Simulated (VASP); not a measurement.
AlCu: single point with r2SCAN

AlCu:

```
Al Cu
1.0
     2.99751    0.00000    0.00000
     0.00000    2.99751    0.00000
     0.00000    0.00000    2.99751
Al Cu
1 1
Direct
  0.00000 0.00000 0.00000
  0.50000 0.50000 0.52085
```

This cell differs from its parent crystal: all Cu atoms moved +0.062 Å, as atom 2 along Cartesian [0 0 1].

```json
{
  "Program": "VASP 6.6.1",
  "Task": "single point",
  "Functional": "r2SCAN",
  "Potentials or basis": "VASP PAW PBE potentials, release 64 (Al, Cu)",
  "Cutoff": "520 eV",
  "k mesh": "16 × 16 × 16",
  "Occupations": "gaussian, width 0.15 eV",
  "Spin": "no spin polarisation"
}
```

The pressure is -4.7 GPa, the largest force is 0.249 eV/Å and the band gap on the k mesh is zero (band 7 reaches 13.12 eV, above the bottom of band 8 at 8.18 eV).

Forces in eV/Å, atoms in the order of the input:
```
Al   0.000  0.000  0.249
Cu   0.000  0.000 -0.249
```

Stress tensor (GPa, compression positive):
```
-4.64  0.00  0.00
 0.00 -4.64  0.00
 0.00  0.00 -4.77
```

Levels at points of the mesh, in eV from the Fermi level:
```csv
k point,band 4,band 5,band 6,band 7,band 8,band 9,band 10,band 11
"(0.00, 0.00, 0.00)",-4.08,-4.07,-4.07,4.06,4.06,4.06,6.42,6.42
"(0.50, 0.00, 0.00)",-4.53,-4.52,-4.02,-3.36,7.44,8.45,8.47,9.02
"(0.00, 0.00, 0.50)",-4.52,-4.52,-4.02,-3.35,7.44,8.41,8.41,9.07
"(0.50, 0.50, 0.00)",-4.43,-4.03,-4.03,-3.73,-0.89,-0.09,10.91,13.27
"(0.00, 0.50, 0.50)",-4.41,-4.05,-4.04,-3.73,-0.88,-0.09,10.91,13.33
"(0.50, 0.50, 0.50)",-3.71,-3.71,0.66,0.66,0.68,2.12,2.21,2.21
```

Wall time 2.4 min on 1 thread of Intel(R) Xeon(R) 6975P-C (Granite Rapids) (shared host), peak memory 0.26 GiB.

Caveat: the cell differs from its parent crystal (all Cu atoms moved +0.062 Å, as atom 2 along Cartesian [0 0 1]); the PAW data sets were made with another functional, which shifts forces and pressure a little.
